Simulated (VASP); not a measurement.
Write the native input for VASP 6.6.1 that does the following.

```
Task                   : single point
Functional             : PBE
Potentials or basis    : VASP PAW PBE potentials, release 64 (Ca_sv, Cd, N)
Cutoff                 : 600 eV
k mesh                 : 6 × 6 × 6
Occupations            : gaussian, width 0.1 eV
Spin                   : collinear spin, ferromagnetic start
Starting moments       : [0.0, 0.0, 0.0, 0.0, 2.95] μB
Dipole correction      : no
Further INCAR settings : ALGO = Normal; EDIFF = 1e-06; NBANDS = 38
```

The structure of CaCd3N lies in POSCAR:

```
CaCd3N
1.0
    6.4283292263      0.0000000000      0.0000000000
    0.0000000000      6.4283292263      0.0000000000
    0.0000000000      0.0000000000      6.4283292263
Ca Cd N
1 3 1
Direct
    0.5000000000      0.5000000000      0.5000000000
    0.0000000000      0.5000000000      0.5000000000
    0.5000000000      0.0000000000      0.5000000000
    0.5000000000      0.5000000000      0.0000000000
    0.0000000000      0.0000000000      0.0000000000
```

The input as run:

INCAR

```
SYSTEM = CaCd3N
PREC = Accurate ; ENCUT = 600
EDIFF = 1E-6 ; ISMEAR = 0
SIGMA = 0.1 ; LREAL = .False.
LASPH = .True. ; NELM = 200
ALGO = Normal ; ISIF = 2
LWAVE = .False. ; LCHARG = .False.
ISPIN = 2 ; MAGMOM = 0 0 0 0 2.95
LORBIT = 11 ; GGA = PE
NBANDS = 38 ; GGA_COMPAT = .False.
```

KPOINTS

```
Automatic mesh
0
Gamma
  6 6 6
  0 0 0
```

Potentials or basis: VASP PAW PBE potentials, release 64 (Ca_sv, Cd, N).

Command:

```console
$ cat potpaw_PBE.64/Ca_sv/POTCAR potpaw_PBE.64/Cd/POTCAR potpaw_PBE.64/N/POTCAR > POTCAR
$ mpirun -np 1 vasp_std > vasp.out
```

Results of the run:

```
Pressure                                              : 0.0 GPa
Net moment                                            : 2.42 μB per cell
Site moments                                          : Ca -0.02; Cd -0.01; N +1.74 μB
Valence electrons inside the program's atomic spheres : Ca 8.09; Cd 10.30; N 3.29
```

Wall time 8.8 min on 1 thread of Intel(R) Xeon(R) 6975P-C (Granite Rapids), with other jobs on the host, peak memory 0.74 GiB.
